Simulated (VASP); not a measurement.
# CsCl (Pm-3m) in VASP: notebook

The runs below take CsCl through single point, with r2SCAN.

Program: VASP 6.6.1. These are calculated values, not measurements. Logs are shortened: lines on timing, memory, paths and dates and some standing lists are left out, and cuts for length are marked.

### Step 1. The cell of the first run

Symmetry: Pm-3m, No. 221, cubic system. The conventional cell has a = 4.137 Å, b = 4.137 Å, c = 4.137 Å, α = 90.00°, β = 90.00°, γ = 90.00°. Within 4.7 Å of Cs (site symmetry m-3m) lie 8 Cl at 3.58 Å and 6 Cs at 4.14 Å. Cl (site symmetry m-3m) has 8 Cs at 3.58 Å and 6 Cl at 4.14 Å within 4.7 Å.

### Step 2. Single point, r2SCAN

POSCAR reads:

```
CsCl
1.0
    4.1368324570      0.0000000000      0.0000000000
    0.0000000000      4.1368324570      0.0000000000
    0.0000000000      0.0000000000      4.1368324570
Cs Cl
1 1
Direct
    0.0000000000      0.0000000000      0.0000000000
    0.5000000000      0.5000000000      0.5000000000
```

INCAR.step1 reads:

```
PREC = Accurate
ENCUT = 550
ISMEAR = 0
SIGMA = 0.01
LREAL = False
LASPH = True
NELM = 120
NBANDS = 15
GGA = PE
ALGO = Normal
EDIFF = 1E-5
LWAVE = True
LCHARG = False
GGA_COMPAT = False
```

INCAR.step2 reads:

```
PREC = Accurate
ENCUT = 550
EDIFF = 1E-6
ISMEAR = 0
SIGMA = 0.01
LREAL = False
LASPH = True
NELM = 120
ALGO = Normal
ISIF = 2
LWAVE = False
LCHARG = False
METAGGA = R2SCAN
LMIXTAU = True
NBANDS = 15
ISTART = 1
GGA_COMPAT = False
```

KPOINTS reads:

```
regular mesh
0
Gamma
  4 4 4
```

Potentials or basis: VASP PAW PBE potentials, release 64 (Cs_sv, Cl).

Launch:

```bash
> cat potpaw_PBE.64/Cs_sv/POTCAR potpaw_PBE.64/Cl/POTCAR > POTCAR
> cp INCAR.step1 INCAR
> mpirun -np 1 vasp_std > vasp.out
> cp INCAR.step2 INCAR
> mpirun -np 1 vasp_std > vasp.out
```

OUTCAR:

```text
PREC = Accurate
   ENCUT = 550
   EDIFF = 1E-6
   ISMEAR = 0
   LREAL = False
   LASPH = True
   NELM = 120
   ISIF = 2
   METAGGA = R2SCAN
   ISTART = 1

 ion  position               nearest neighbor table
   1  0.000  0.000  0.000-
   2  0.500  0.500  0.500-

  LATTYP: Found a simple cubic cell.
 ALAT       =     4.1368324570

  Lattice vectors:

 A1 = (   4.1368324570,   0.0000000000,   0.0000000000)
 A2 = (   0.0000000000,   4.1368324570,   0.0000000000)
 A3 = (   0.0000000000,   0.0000000000,   4.1368324570)

Analysis of symmetry for initial positions (statically):
=====================================================================
 Subroutine PRICEL returns:
 Original cell was already a primitive cell.

 Routine SETGRP: Setting up the symmetry group for a
 simple cubic supercell.

 Subroutine GETGRP returns: Found 48 space group operations
 (whereof 48 operations were pure point group operations)
 out of a pool of 48 trial point group operations.

The static configuration has the point symmetry O_h .

Analysis of symmetry for dynamics (positions and initial velocities):
=====================================================================
 Subroutine PRICEL returns:
 Original cell was already a primitive cell.

 Routine SETGRP: Setting up the symmetry group for a
 simple cubic supercell.

 Subroutine GETGRP returns: Found 48 space group operations
 (whereof 48 operations were pure point group operations)
 out of a pool of 48 trial point group operations.

The dynamic configuration has the point symmetry O_h .

 Subroutine INISYM returns: Found 48 space group operations
 (whereof 48 operations are pure point group operations),
 and found     1 'primitive' translations

----------------------------------------------------------------------------------------

                                     Primitive cell

  volume of cell :      70.7952

  direct lattice vectors                    reciprocal lattice vectors
     4.136832457  0.000000000  0.000000000     0.241730844  0.000000000  0.000000000
     0.000000000  4.136832457  0.000000000     0.000000000  0.241730844  0.000000000
     0.000000000  0.000000000  4.136832457     0.000000000  0.000000000  0.241730844

  length of vectors
     4.136832457  4.136832457  4.136832457     0.241730844  0.241730844  0.241730844

  position of ions in fractional coordinates (direct lattice)
     0.000000000  0.000000000  0.000000000
     0.500000000  0.500000000  0.500000000

  ion indices of the primitive-cell ions
   primitive index   ion index
                 1           1
                 2           2

----------------------------------------------------------------------------------------

 KPOINTS: regular mesh

Automatic generation of k-mesh.
 Grid dimensions read from file:
 generate k-points for:    4    4    4

 Generating k-lattice:

  Cartesian coordinates                     Fractional coordinates (reciprocal lattice)
     0.060432711  0.000000000  0.000000000     0.250000000  0.000000000  0.000000000
     0.000000000  0.060432711  0.000000000     0.000000000  0.250000000  0.000000000
     0.000000000  0.000000000  0.060432711     0.000000000  0.000000000  0.250000000

  Length of vectors
     0.060432711  0.060432711  0.060432711

  Shift w.r.t. Gamma in fractional coordinates (k-lattice)
     0.000000000  0.000000000  0.000000000

 Subroutine IBZKPT returns following result:
 ===========================================

 Found     10 irreducible k-points:

 Following reciprocal coordinates:
            Coordinates               Weight
  0.000000  0.000000  0.000000      1.000000
  0.250000  0.000000  0.000000      6.000000
  0.500000  0.000000  0.000000      3.000000
  0.250000  0.250000  0.000000     12.000000
  0.500000  0.250000  0.000000     12.000000
  0.500000  0.500000  0.000000      3.000000
  0.250000  0.250000  0.250000      8.000000
  0.500000  0.250000  0.250000     12.000000
  0.500000  0.500000  0.250000      6.000000
  0.500000  0.500000  0.500000      1.000000
   k-points           NKPTS =     10   k-points in BZ     NKDIM =     10   number of bands    NBANDS=     15
   number of dos      NEDOS =    301   number of ions     NIONS =      2
   total plane-waves  NPLWV =  32768
   dimension x,y,z NGX =    32 NGY =   32 NGZ =   32
   dimension x,y,z NGXF=    64 NGYF=   64 NGZF=   64
   ions per type =               1   1
   NGX,Y,Z   is equivalent  to a cutoff of  12.86, 12.86, 12.86 a.u.
   NGXF,Y,Z  is equivalent  to a cutoff of  25.72, 25.72, 25.72 a.u.
 SYSTEM =  unknown system
   PREC   = accura    normal or accurate (medium, high low for compatibility)
   ISTART =      1    job   : 0-new  1-cont  2-samecut
   ICHARG =      0    charge: 1-file 2-atom 10-const
   ISPIN  =      1    spin polarized calculation?
   LNONCOLLINEAR =      F non collinear calculations
   LSORBIT =      F    spin-orbit coupling
   LASPH  =      T    aspherical Exc in radial PAW
   ENCUT  =  550.0 eV  40.42 Ry    6.36 a.u.   7.91  7.91  7.91*2*pi/ulx,y,z
   NELM   =    120;   NELMIN=  2; NELMDL=  0     # of ELM steps
   EDIFF  = 0.1E-05   stopping-criterion for ELM
   LREAL  =      F    real-space projection
   EDIFFG = 0.1E-04   stopping-criterion for IOM
   NSW    =      0    number of steps for IOM
   IBRION =     -1    ionic relax: 0-MD 1-quasi-New 2-CG
   NFREE  =      0    steps in history (QN), initial steepest desc. (CG)
   ISIF   =      2    stress and relaxation
   ISYM   =      2    0-nonsym 1-usesym 2-fastsym
   POTIM  = 0.5000    time-step for ionic-motion
   TEBEG  =    0.0;   TEEND  =   0.0 temperature during run
   PSTRESS=    0.0 pullay stress
   NELECT =      16.0000    total number of electrons
   NUPDOWN=      -1.0000    fix difference up-down
   EMIN   =  10.00;   EMAX   =-10.00  energy-range for DOS
   EFERMI =   0.00;   METHOD = LEGACY
   ISMEAR =     0;   SIGMA  =   0.01  broadening in eV -4-tet -1-fermi 0-gaus
   EFERMI_NEDOS =   21; number of points for ismear=-14 and -15
   IALGO  =     38    algorithm
   IMIX   =      4    mixing-type and parameters
     AMIX     =   0.40;   BMIX     =  1.00
     AMIX_MAG =   1.60;   BMIX_MAG =  1.00
  volume/ion in A,a.u.               =      35.40       238.87
  Fermi-wavevector in a.u.,A,eV,Ry     =   0.997195  1.884426 13.529613  0.994398
  Thomas-Fermi vector in A             =   2.129335
   LORBIT       =      0    0 simple, 1 ext, 2 COOP (PROOUT), +10 PAW based schemes
   METAGGA = R2SCAN    functional components
   LHFCALC =     F    Hartree Fock is set to
   AEXX    =    0.0000 exact exchange contribution
   IVDW    =     0    specifies the selected vdW correction
   LEPSILON=     F    determine dielectric tensor
   LRPA    =     F    only Hartree local field effects (RPA)
 non-spin polarized calculation
 Gauss-broadening in eV      SIGMA  =   0.01
  energy-cutoff  :      550.00
  volume of cell :       70.80
 maximum number of plane-waves:      2103
 NGX is ok and might be reduce to    32
   NGX = 15   NGY = 15   NGZ = 15

 number of electron      16.0000002 magnetization

 Free energy of the ion-electron system (eV)
  ---------------------------------------------------
  ext. energy  EPLUGINS =         0.00000000
  ---------------------------------------------------
  free energy    TOTEN  =       -35.52474354 eV

  energy without entropy =      -35.52474354  energy(sigma->0) =      -35.52474354

 E-fermi :  -0.6359     XC(G=0):  -8.6240

 val. band max:       -0.7405492894   @ k =   0.0000   0.0000   0.0000
 cond. band min:       5.1662501753   @ k =   0.0000   0.0000   0.0000
 fundamental gap:      5.9067994646
 Fermi energy:        -0.6359312405

 k-point     1 :       0.0000    0.0000    0.0000
  band No.  band energies     occupation
      1     -20.6417      2.00000
      2     -13.4552      2.00000
      3      -6.7574      2.00000
      4      -6.7574      2.00000
      5      -6.7574      2.00000
      6      -0.7405      2.00000
      7      -0.7405      2.00000
      8      -0.7405      2.00000
      9       5.1663      0.00000
     10       5.1663      0.00000
     11       5.2672      0.00000
     12       9.9695      0.00000
     13       9.9695      0.00000
     14       9.9695      0.00000
     15      13.1084      0.00000

 k-point     2 :       0.2500    0.0000    0.0000
  band No.  band energies     occupation
      1     -20.6001      2.00000
      2     -13.4756      2.00000
      3      -7.0361      2.00000
      4      -6.6893      2.00000
      5      -6.6893      2.00000
      6      -1.3619      2.00000
      7      -0.8516      2.00000
      8      -0.8516      2.00000
      9       5.5742      0.00000
     10       6.3181      0.00000
     11       6.7497      0.00000
     12       9.5952      0.00000
     13       9.5952      0.00000
     14      10.3076      0.00000
     15      10.7479      0.00000

 k-point     3 :       0.5000    0.0000    0.0000
  band No.  band energies     occupation
      1     -20.5577      2.00000
      2     -13.4997      2.00000
      3      -7.2783      2.00000
      4      -6.6182      2.00000
      5      -6.6182      2.00000
      6      -1.8712      2.00000
      7      -0.9685      2.00000
      8      -0.9685      2.00000
      9       6.2016      0.00000
     10       7.5170      0.00000
     11       8.8482      0.00000
     12       9.1474      0.00000
     13       9.4273      0.00000
     14       9.4273      0.00000
     15      10.7785      0.00000

 k-point     4 :       0.2500    0.2500    0.0000
  band No.  band energies     occupation
      1     -20.5617      2.00000
      2     -13.4554      2.00000
      3      -7.1593      2.00000
      4      -6.9705      2.00000
      5      -6.6337      2.00000
      6      -1.4100      2.00000
      7      -0.9933      2.00000
      8      -0.8656      2.00000
      9       6.0978      0.00000
     10       6.8405      0.00000
     11       7.4063      0.00000
     12       8.7088      0.00000
     13       9.2119      0.00000
     14       9.8404      0.00000
     15      11.4500      0.00000

 k-point     5 :       0.5000    0.2500    0.0000
  band No.  band energies     occupation
      1     -20.5226      2.00000
      2     -13.4372      2.00000
      3      -7.3950      2.00000
      4      -7.1031      2.00000
      5      -6.5764      2.00000
      6      -1.4956      2.00000
      7      -1.0887      2.00000
      8      -0.8846      2.00000
      9       6.2615      0.00000
     10       6.8359      0.00000
     11       8.4692      0.00000
     12       8.5433      0.00000
     13       8.7985      0.00000
     14      10.3685      0.00000
     15      11.7863      0.00000

 k-point     6 :       0.5000    0.5000    0.0000
  band No.  band energies     occupation
      1     -20.4869      2.00000
      2     -13.3722      2.00000
      3      -7.5181      2.00000
      4      -7.5181      2.00000
      5      -6.5337      2.00000
      6      -1.1720      2.00000
      7      -1.1720      2.00000
      8      -0.7964      2.00000
      9       5.8131      0.00000
     10       5.9005      0.00000
     11       7.8837      0.00000
     12       7.8837      0.00000
     13      12.0296      0.00000
     14      12.0296      0.00000
     15      12.0778      0.00000

 k-point     7 :       0.2500    0.2500    0.2500
  band No.  band energies     occupation
      1     -20.5254      2.00000
      2     -13.4204      2.00000
      3      -7.0667      2.00000
      4      -7.0667      2.00000
      5      -6.9890      2.00000
      6      -1.2034      2.00000
      7      -1.2034      2.00000
      8      -1.1843      2.00000
      9       7.5467      0.00000
     10       7.5672      0.00000
     11       7.5672      0.00000
     12       8.4035      0.00000
     13       8.4035      0.00000
     14       8.4261      0.00000
     15      13.3287      0.00000

 k-point     8 :       0.5000    0.2500    0.2500
  band No.  band energies     occupation
      1     -20.4885      2.00000
      2     -13.3857      2.00000
      3      -7.3968      2.00000
      4      -7.0658      2.00000
      5      -6.9683      2.00000
      6      -1.4668      2.00000
      7      -1.4199      2.00000
      8      -1.0069      2.00000
      9       7.0242      0.00000
     10       7.6124      0.00000
     11       7.7391      0.00000
     12       8.2928      0.00000
     13       9.0331      0.00000
     14      10.7465      0.00000
     15      12.7509      0.00000

 k-point     9 :       0.5000    0.5000    0.2500
  band No.  band energies     occupation
      1     -20.4538      2.00000
      2     -13.3326      2.00000
      3      -7.4054      2.00000
      4      -7.4054      2.00000
      5      -6.9279      2.00000
      6      -1.4947      2.00000
      7      -1.4947      2.00000
      8      -1.3548      2.00000
      9       7.1065      0.00000
     10       7.5214      0.00000
     11       8.0575      0.00000
     12       8.0575      0.00000
     13      11.3275      0.00000
     14      11.3275      0.00000
     15      12.1828      0.00000

 k-point    10 :       0.5000    0.5000    0.5000
  band No.  band energies     occupation
      1     -20.4202      2.00000
      2     -13.2922      2.00000
      3      -7.2835      2.00000
      4      -7.2835      2.00000
      5      -7.2835      2.00000
      6      -1.8160      2.00000
      7      -1.8160      2.00000
      8      -1.8160      2.00000
      9       8.3960      0.00000
     10       8.3960      0.00000
     11       8.3960      0.00000
     12      10.5161      0.00000
     13      10.5161      0.00000
     14      10.5161      0.00000
     15      12.2945      0.00000

------------------------ aborting loop because EDIFF is reached ----------------------------------------

  FORCE on cell =-STRESS in cart. coord.  units (eV):
  Direction    XX          YY          ZZ          XY          YZ          ZX
  --------------------------------------------------------------------------------------
  -------------------------------------------------------------------------------------
  Total        0.0394093      0.0394093      0.0394093     -0.0000000      0.0000000      0.0000000
  in kB        0.8918775      0.8918775      0.8918775     -0.0000000      0.0000000      0.0000000
  external PRESSURE =       0.8918775 kB  Pullay stress =       0.0000000 kB

 VOLUME and BASIS-vectors are now :
 -----------------------------------------------------------------------------
  energy-cutoff  :      550.00
  volume of cell :       70.80
      direct lattice vectors                 reciprocal lattice vectors
     4.136832457  0.000000000  0.000000000     0.241730844  0.000000000  0.000000000
     0.000000000  4.136832457  0.000000000     0.000000000  0.241730844  0.000000000
     0.000000000  0.000000000  4.136832457     0.000000000  0.000000000  0.241730844

 POSITION                                       TOTAL-FORCE (eV/Angst)
 -----------------------------------------------------------------------------------
      0.00000      0.00000      0.00000         0.000000      0.000000      0.000000
      2.06842      2.06842      2.06842         0.000000      0.000000      0.000000
 -----------------------------------------------------------------------------------
    total drift:                                0.000000      0.000000     -0.000000

  FREE ENERGIE OF THE ION-ELECTRON SYSTEM (eV)
  ---------------------------------------------------
  free  energy   TOTEN  =       -35.5247435392 eV

  energy  without entropy=      -35.5247435392  energy(sigma->0) =      -35.52474354
```

Run time: 29 s. Hardware: 1 thread of AMD EPYC 7R13 (Zen 3), shared host; peak memory 0.16 GiB.

What came out:

```yaml
Free_energy: -35.5247 eV
Pressure: 0.1 GPa
Band_gap_on_the_k_mesh: 5.91 eV
```

Levels at points of the mesh, in eV from the valence-band top:
```
           k point  band 5  band 6  band 7  band 8  band 9  band 10  band 11  band 12
(0.00, 0.00, 0.00)   -6.02    0.00    0.00    0.00    5.91     5.91     6.01    10.71
(0.50, 0.00, 0.00)   -5.88   -1.13   -0.23   -0.23    6.94     8.26     9.59     9.89
(0.50, 0.50, 0.00)   -5.79   -0.43   -0.43   -0.06    6.55     6.64     8.62     8.62
(0.50, 0.50, 0.50)   -6.54   -1.08   -1.08   -1.08    9.14     9.14     9.14    11.26
```

Caveat: the PAW data sets were made with another functional, which shifts forces and pressure a little; spin-orbit coupling is left out, which moves the levels of the heavy elements. A k mesh can miss the band edges.

### Step 3. Single point, r2SCAN

POSCAR is that of step 2.

INCAR.step1 reads:

```
ALGO = Normal ; EDIFF = 1E-5
ENCUT = 550 ; GGA = PE
GGA_COMPAT = F ; ISMEAR = 1
LASPH = T ; LCHARG = F
LREAL = F ; LWAVE = T
NBANDS = 15 ; NELM = 120
PREC = Accurate ; SIGMA = 0.5
```

INCAR.step2 reads:

```
ALGO = Normal ; EDIFF = 1E-6
ENCUT = 550 ; GGA_COMPAT = F
ISIF = 2 ; ISMEAR = 1
ISTART = 1 ; LASPH = T
LCHARG = T ; LELF = T
LMIXTAU = T ; LREAL = F
LVHAR = T ; LWAVE = F
METAGGA = R2SCAN ; NBANDS = 15
NELM = 120 ; PREC = Accurate
SIGMA = 0.5
```

KPOINTS reads:

```
k-points
0
Gamma
  4 4 4
```

Potentials or basis: VASP PAW PBE potentials, release 64 (Cs_sv, Cl).

Launch:

```bash
> cat potpaw_PBE.64/Cs_sv/POTCAR potpaw_PBE.64/Cl/POTCAR > POTCAR
> cp INCAR.step1 INCAR
> mpirun -np 1 vasp_std > vasp.out
> cp INCAR.step2 INCAR
> mpirun -np 1 vasp_std > vasp.out
```

It took 30 s on 1 thread of AMD EPYC 7R13 (Zen 3), shared host; peak memory 0.16 GiB.

The run converged. Its results:

| Property | Result |
| --- | --- |
| Free energy | -35.4802 eV |
| Pressure | 0.0 GPa |
| Band gap on the k mesh | 5.92 eV |

Levels at points of the mesh, in eV from the valence-band top:
```tsv
k point	band 5	band 6	band 7	band 8	band 9	band 10	band 11	band 12
(0.00, 0.00, 0.00)	-5.99	0.00	0.00	0.00	5.92	5.92	6.02	10.73
(0.50, 0.00, 0.00)	-5.85	-1.13	-0.23	-0.23	6.96	8.27	9.60	9.90
(0.50, 0.50, 0.00)	-5.77	-0.43	-0.43	-0.06	6.57	6.66	8.64	8.64
(0.50, 0.50, 0.50)	-6.52	-1.07	-1.07	-1.07	9.15	9.15	9.15	11.27
```

Caveat: the PAW data sets were made with another functional, which shifts forces and pressure a little; spin-orbit coupling is left out, which moves the levels of the heavy elements. A k mesh can miss the band edges.
